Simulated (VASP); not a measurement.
# B (P6_3/mmc) in VASP: further runs, part 2 of 2

VASP 6.6.1. Earlier steps stand in the parts before.

### 4 Relaxation of cell and atoms, PBE

The COD entry that gives the cell may itself be a prediction, so a difference from it is no test against experiment.

Contents of INCAR:

```
SYSTEM = B
PREC     = Accurate       ! precision mode
ENCUT    = 600            ! plane-wave cutoff, eV
EDIFF    = 1E-7           ! SCF threshold, eV
ISMEAR   = 0              ! smearing method
SIGMA    = 0.1            ! smearing width, eV
LREAL    = .FALSE.        ! projectors in reciprocal space
LASPH    = .TRUE.         ! aspherical terms in the spheres
NELM     = 60             ! most SCF steps
ALGO     = Normal         ! electronic algorithm
ISIF     = 3              ! what is computed and relaxed
LWAVE    = .FALSE.        ! write WAVECAR
LCHARG   = .FALSE.        ! write CHGCAR
GGA      = PE             ! functional
IBRION   = 2              ! ionic algorithm
NSW      = 90             ! ionic steps
EDIFFG   = -0.04          ! ionic threshold
```

Contents of KPOINTS:

```
Automatic mesh
0
G
  9 9 6
  0 0 0
```

Contents of POSCAR:

```
B
1.0
    2.2130123495      0.0000000000      0.0000000000
   -1.1065061747      1.9165249135      0.0000000000
    0.0000000000      0.0000000000      3.5918362432
B
2
Direct
    0.3333333333      0.6666666667      0.2500000000
    0.6666666667      0.3333333333      0.7500000000
```

Potentials or basis: VASP PAW PBE potentials, release 64 (B).

Run with:

```console
$ cat potpaw_PBE.64/B/POTCAR > POTCAR
$ mpirun -np 1 vasp_std > vasp.out
```

OUTCAR:

```text
SYSTEM = B
   PREC = Accurate
   ENCUT = 600
   EDIFF = 1E-7
   ISMEAR = 0
   LREAL = .FALSE.
   LASPH = .TRUE.
   NELM = 60
   ISIF = 3
   GGA = PE
   IBRION = 2
   NSW = 90
   EDIFFG = -0.04

 ion  position               nearest neighbor table
   1  0.333  0.667  0.250-
   2  0.667  0.333  0.750-

  LATTYP: Found a hexagonal cell.
 ALAT       =     2.2130123495
 C/A-ratio  =     1.6230529595

  Lattice vectors:

 A1 = (   2.2130123495,   0.0000000000,   0.0000000000)
 A2 = (  -1.1065061747,   1.9165249135,   0.0000000000)
 A3 = (   0.0000000000,   0.0000000000,   3.5918362432)

Analysis of symmetry for initial positions (statically):
=====================================================================
 Subroutine PRICEL returns:
 Original cell was already a primitive cell.

 Routine SETGRP: Setting up the symmetry group for a
 hexagonal supercell.

 Subroutine GETGRP returns: Found 24 space group operations
 (whereof 12 operations were pure point group operations)
 out of a pool of 24 trial point group operations.

The static configuration has the point symmetry D_3d.
 The point group associated with its full space group is D_6h.

Analysis of symmetry for dynamics (positions and initial velocities):
=====================================================================
 Subroutine PRICEL returns:
 Original cell was already a primitive cell.

 Routine SETGRP: Setting up the symmetry group for a
[... 263 lines left out ...]
 E-fermi :  10.0600     XC(G=0): -12.3674

 val. band max:        9.5657144498   @ k =   0.2222   0.2222   0.3333
 cond. band min:      10.0750751360   @ k =   0.3333  -0.0000   0.3333
 fundamental gap:      0.5093606862
 Fermi energy:        10.0599950887

 k-point     1 :       0.0000    0.0000    0.0000
  band No.  band energies     occupation
      1      -9.8966      2.00000
      2      -7.6108      2.00000
      3      -2.2708      2.00000
      4       5.0648      2.00000
      5      15.3990      0.00000
      6      30.6275      0.00000
      7      38.8037      0.00000
[... 221 lines left out ...]
 k-point    24 :       0.3333    0.3333    0.1667
  band No.  band energies     occupation
      1       5.3442      2.00000
      2       5.6384      2.00000
      3       5.6384      2.00000
      4       5.9905      2.00000
      5      18.5122      0.00000
      6      18.5122      0.00000
      7      19.8390      0.00000

 [... further k-points ...]

[... ionic steps 4 to 32 ...]

--------------------------------------- Ionic step       33  -------------------------------------------

 number of electron       6.0000000 magnetization

------------------------ aborting loop because EDIFF is reached ----------------------------------------
[... 67 lines left out ...]
--------------------------------------- Ionic step       35  -------------------------------------------

 number of electron       6.0000000 magnetization

 Free energy of the ion-electron system (eV)
  ---------------------------------------------------
  ext. energy  EPLUGINS =         0.00000000
  ---------------------------------------------------
  free energy    TOTEN  =       -11.73569282 eV

  energy without entropy =      -11.72673685  energy(sigma->0) =      -11.73121483

 E-fermi :   7.0701     XC(G=0): -10.9166

 val. band max:        7.0063739675   @ k =   0.2222   0.2222   0.1667
 cond. band min:       7.0971051985   @ k =   0.3333   0.2222   0.0000
 fundamental gap:      0.0907312311
 Fermi energy:         7.0700541220

 k-point     1 :       0.0000    0.0000    0.0000
  band No.  band energies     occupation
      1     -11.0942      2.00000
      2     -10.3278      2.00000
      3      -2.8370      2.00000
      4       0.6946      2.00000
      5       9.8745      0.00000
      6      19.2946      0.00000
      7      25.3500      0.00000
[... 259 lines left out ...]
  FREE ENERGIE OF THE ION-ELECTRON SYSTEM (eV)
  ---------------------------------------------------
  free  energy   TOTEN  =       -11.7356928209 eV

  energy  without entropy=      -11.7267368489  energy(sigma->0) =      -11.73121483

 reached required accuracy - stopping structural energy minimisation
```

CONTCAR:

```text
B
   1.00000000000000
     1.7059129818141843   -0.0000000000117073    0.0000000000000000
    -0.8529564908786893    1.4773639788822757    0.0000000000000003
     0.0000000000000000    0.0000000000000002    6.4146802758632244
  B
     2
Direct
     0.3333333332999970    0.6666666667000030    0.2500000000000000
     0.6666666667000030    0.3333333332999970    0.7500000000000000

  0.00000000E+00  0.00000000E+00  0.00000000E+00
  0.00000000E+00  0.00000000E+00  0.00000000E+00
```

It took 3.4 min on 1 thread of Intel Xeon 8259CL, shared host; peak memory 0.12 GiB.

What came out:

```
Free energy                            : -11.7357 eV
Relaxed volume                         : 8.08 Å³/atom
Relaxed cell                           : a = 1.706 Å, b = 1.706 Å, c = 6.415 Å, α = 90.00°, β = 90.00°, γ = 120.00°
Space group after relaxing (to 0.05 Å) : P6_3/mmc (No. 194)
Energy gained by relaxing              : 941.0 meV/atom
Ionic steps                            : 35
Pressure after relaxing                : 0.0 GPa
Band gap on the k mesh                 : zero (band 3 reaches 8.69 eV, above the bottom of band 4 at -1.30 eV)
```

Step by step:
| step | energy change (eV) | largest force (eV/Å) | pressure (GPa) | volume (Å³) |
| --- | --- | --- | --- | --- |
| 1 | 0.0000 | 0.0000 | -36.28 | 15.23 |
| 2 | -0.4923 | 0.0000 | 4.38 | 11.73 |
| 3 | -0.4940 | 0.0000 | 1.06 | 11.88 |
| 4 | -0.4938 | 0.0000 | -0.24 | 11.94 |
| 5 | -0.5014 | 0.0000 | 0.18 | 11.97 |
| 6 | -0.5594 | 0.0000 | 1.34 | 12.06 |
| 7 | -0.7406 | 0.0000 | 0.64 | 12.19 |
| 8 | -1.0504 | 0.0000 | 9.96 | 12.30 |
| 9 | -1.2703 | 0.0000 | 47.74 | 11.97 |
| 10 | 8.9432 | 0.0000 | 497.44 | 9.69 |
| 11 | -1.2524 | 0.0000 | 62.12 | 11.86 |
| 12 | -1.2526 | 0.0000 | 62.19 | 11.86 |
| 13 | -1.2532 | 0.0000 | 62.41 | 11.86 |
| 14 | -1.2539 | 0.0000 | 62.85 | 11.87 |
| 15 | -1.2540 | 0.0000 | 63.62 | 11.90 |
| 16 | -1.2554 | 0.0000 | 63.50 | 11.90 |
| 17 | -1.2596 | 0.0000 | 63.14 | 11.91 |
| 18 | -1.2680 | 0.0000 | 62.42 | 11.94 |
| 19 | -1.2845 | 0.0000 | 60.99 | 11.98 |
| 20 | -1.3166 | 0.0000 | 58.14 | 12.08 |
| 21 | -1.3765 | 0.0000 | 52.54 | 12.27 |
| 22 | -1.4808 | 0.0000 | 41.90 | 12.65 |
| 23 | -1.6320 | 0.0000 | 23.43 | 13.44 |
| 24 | -1.7772 | 0.0000 | 1.71 | 15.10 |
| 25 | -1.7889 | 0.0000 | -4.87 | 15.82 |
| 26 | -1.8071 | 0.0000 | -5.93 | 15.95 |
| 27 | -1.8563 | 0.0000 | -6.72 | 16.30 |
| 28 | -1.8662 | 0.0000 | -3.12 | 16.99 |
| 29 | -1.8750 | 0.0000 | -4.48 | 16.73 |
| 30 | -1.8751 | 0.0000 | -4.71 | 16.69 |
| 31 | -1.8804 | 0.0000 | -2.07 | 16.45 |
| 32 | -1.8815 | 0.0000 | -0.10 | 16.28 |
| 33 | -1.8815 | 0.0000 | 0.00 | 16.28 |
| 34 | -1.8818 | 0.0000 | 0.01 | 16.25 |
| 35 | -1.8820 | 0.0000 | 0.04 | 16.17 |

Final structure:
```
B
1.0
     1.70591    0.00000    0.00000
    -0.85296    1.47736    0.00000
     0.00000    0.00000    6.41468
B
2
Direct
  0.33333 0.66667 0.25000
  0.66667 0.33333 0.75000
```

Levels at points of the mesh, in eV from the Fermi level:
```tsv
k point	band 1	band 2	band 3	band 4	band 5	band 6	band 7
(0.00, 0.00, 0.00)	-18.16	-17.40	-9.91	-6.38	2.80	12.22	18.28
(0.00, 0.00, 0.50)	-17.82	-17.82	-8.37	-8.37	6.63	6.63	25.81
```

Caveat: the k points lie up to 0.47 Å⁻¹ apart in the final cell; this functional lacks dispersion, which binds the layers, so the pressure and a relaxed spacing across them are unreliable.

### 5 Single point, PBE

This run uses another cell than the first one: it holds 8 atoms, not 2.

Contents of INCAR:

```
PREC = Accurate
ENCUT = 520
EDIFF = 1E-6
ISMEAR = 0
SIGMA = 0.1
LREAL = F
LASPH = T
NELM = 80
ALGO = Normal
ISIF = 2
LWAVE = F
LCHARG = F
GGA = PE
NBANDS = 22
```

Contents of KPOINTS:

```
regular mesh
0
Gamma
  9 9 2
```

Contents of POSCAR:

```
B
1.0
    2.6043386008      0.0000000000      0.0000000000
   -1.3021693003      2.2554233883      0.0000000000
    0.0000000000      0.0000000000      8.5056926075
B
8
Direct
    0.0000000000      0.0000000000      0.0937500000
    0.0000000000      0.0000000000      0.5937500000
    0.0000000000      0.0000000000      0.4062500000
    0.0000000000      0.0000000000      0.9062500000
    0.3333333333      0.6666666667      0.1562500000
    0.6666666667      0.3333333333      0.6562500000
    0.3333333333      0.6666666667      0.3437500000
    0.6666666667      0.3333333333      0.8437500000
```

Run with:

```console
$ cat potpaw_PBE.64/B/POTCAR > POTCAR
$ mpirun -np 1 vasp_std > vasp.out
```

Wall time 54 s (1 thread of AMD EPYC 7R13, shared host); peak memory 0.13 GiB.

The run converged. Its results:

```yaml
Free_energy: -42.2945 eV
Pressure: 84.9 GPa
Largest_force: 0.522 eV/Å
Band_gap_on_the_k_mesh: zero (band 12 reaches 9.55 eV, above the bottom of band 13 at 3.72 eV)
```

Forces on the atoms (eV/Å):
```
B    0.000  0.000  0.522
B    0.000  0.000  0.522
B    0.000  0.000 -0.522
B    0.000  0.000 -0.522
B    0.000  0.000 -0.174
B    0.000  0.000 -0.174
B    0.000  0.000  0.174
B    0.000  0.000  0.174
```

Stress tensor (GPa, compression positive):
```
86.24  0.00  0.00
 0.00 86.24  0.00
 0.00  0.00 82.09
```

Levels at points of the mesh, in eV from the Fermi level:
| k point | band 9 | band 10 | band 11 | band 12 | band 13 | band 14 | band 15 | band 16 |
| --- | --- | --- | --- | --- | --- | --- | --- | --- |
| (0.00, 0.00, 0.00) | 1.88 | 2.99 | 2.99 | 3.24 | 3.24 | 4.91 | 5.20 | 5.20 |
| (0.00, 0.00, 0.50) | 2.20 | 2.20 | 2.47 | 2.47 | 4.40 | 4.40 | 4.40 | 4.40 |

Caveat: the k points lie up to 0.37 Å⁻¹ apart.

### 6 The runs side by side

```tsv
task	cell	k mesh	cutoff (eV)	gap on the mesh (eV)	pressure (GPa)
single point	a = 2.213, b = 2.213, c = 3.592 Å, angles 90.0, 90.0, 120.0°, 2 atoms	9 × 9 × 6	520	none	-36.3
single point	a = 1.706, b = 1.706, c = 8.915 Å, angles 90.0, 90.0, 120.0°, 2 atoms	9 × 9 × 6	520	none	0.0
relaxation of cell and atoms	relaxed from a = 2.213, b = 2.213, c = 3.592 Å, angles 90.0, 90.0, 120.0°, 2 atoms	9 × 9 × 6	600	none	0.0
single point	a = 2.604, b = 2.604, c = 8.506 Å, angles 90.0, 90.0, 120.0°, 8 atoms	9 × 9 × 2	520	none	84.9
```

Alike in all rows: level PBE; potentials or basis VASP PAW PBE potentials, release 64 (B); no spin polarisation; smearing gaussian 0.1 eV.

Caveats: all runs use coarse meshes; this functional lacks dispersion, which binds the layers, so the pressure and a relaxed spacing across them are unreliable (some runs).

Absolute energies hang on the potentials; compare differences alone.
